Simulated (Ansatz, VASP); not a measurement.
SrCdSiS4 in VASP and in Ansatz

```xyz
14
Lattice="10.1029 0.0000 0.0000 0.0000 4.9745 3.1264 0.0000 -4.9745 3.1264" Properties=species:S:1:pos:R:3 pbc="T T T"
Sr    0.0000    0.0000    0.0153
Sr    5.0515    0.0000    0.0153
Cd    7.5772   -1.6611    2.7553
Cd    2.5257    1.6611    2.7553
Si    7.5772    2.1670    3.0583
Si    2.5257   -2.1670    3.0583
S     4.2403   -2.2363    4.3257
S     5.8626    2.2363    4.3257
S     0.8112   -2.2363    4.3257
S     9.2918    2.2363    4.3257
S     7.5772   -0.9735    5.0742
S     2.5257    0.9735    5.0742
S     7.5772    0.6555    1.5935
S     2.5257   -0.6555    1.5935
```

Alike in both runs: functional LDA; k mesh 4 × 4 × 4; occupations gaussian, width 0.02 eV; no spin polarisation.

Ansatz relaxed the structure, and its values are those at the end. VASP's run is a single point on that final structure, the one shown.

|  | VASP | Ansatz |
| --- | --- | --- |
| version | VASP 6.6.1 | Ansatz 0.2.0 |
| potentials or method | VASP PAW LDA potentials, release 64 (Sr_sv, Cd, Si, S), cutoff 500 eV | scalar-relativistic, plane waves, PAW |
| valence electrons in the cell | 100 | 116 |

|  | VASP | Ansatz | Ansatz less VASP |
| --- | --- | --- | --- |
| gap on the k mesh at the Fermi level (eV) | 2.65 | 2.63 | -0.013 |
| least direct gap on the mesh (eV) | 2.68 | 2.67 | -0.010 |
| pressure (GPa) | 0.2 | 0.0 | -0.18 |
| rms of the force components (eV/Å) | 0.022 | 0.000 | -0.0220 |

LDA's correlation is that of Perdew and Zunger in VASP and of Perdew and Wang (1992) in Ansatz. VASP's potentials hold 100 valence electrons a cell and Ansatz's 116, so a difference there can come from the potentials and not from the codes.
